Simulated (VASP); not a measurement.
A run of VASP 6.6.1:

The input INCAR:

```
ALGO = Normal ; EDIFF = 1E-6
EDIFFG = -0.005 ; ENCUT = 600
GGA = PE ; IBRION = 2
ISIF = 3 ; ISMEAR = 0
LASPH = True ; LCHARG = False
LREAL = False ; LWAVE = False
NELM = 80 ; NSW = 100
PREC = Accurate ; SIGMA = 0.1
```

KPOINTS

```
k-points
0
Gamma
  18 18 6
```

POSCAR

```
C
1.0
    2.4665327835      0.0000000000      0.0000000000
   -1.2332663917      2.1360800498      0.0000000000
    0.0000000000      0.0000000000      8.4654494173
C
4
Direct
    0.0000000000      0.0000000000      0.2500000000
    0.0000000000      0.0000000000      0.7500000000
    0.3333333333      0.6666666667      0.2500000000
    0.6666666667      0.3333333333      0.7500000000
```

Potentials or basis: VASP PAW PBE potentials, release 64 (C).

Command:

```sh
$ cat potpaw_PBE.64/C/POTCAR > POTCAR
$ mpirun -np 1 vasp_std > vasp.out
```

Hardware: 1 thread of Intel(R) Xeon(R) 6975P-C (Granite Rapids), with other jobs on the host.

How long does it take, and how much memory?

Wall time 8.8 min on 1 thread of Intel(R) Xeon(R) 6975P-C (Granite Rapids), with other jobs on the host, peak memory 0.22 GiB. Counts: scf iterations 89, k points 148, ion steps 14.
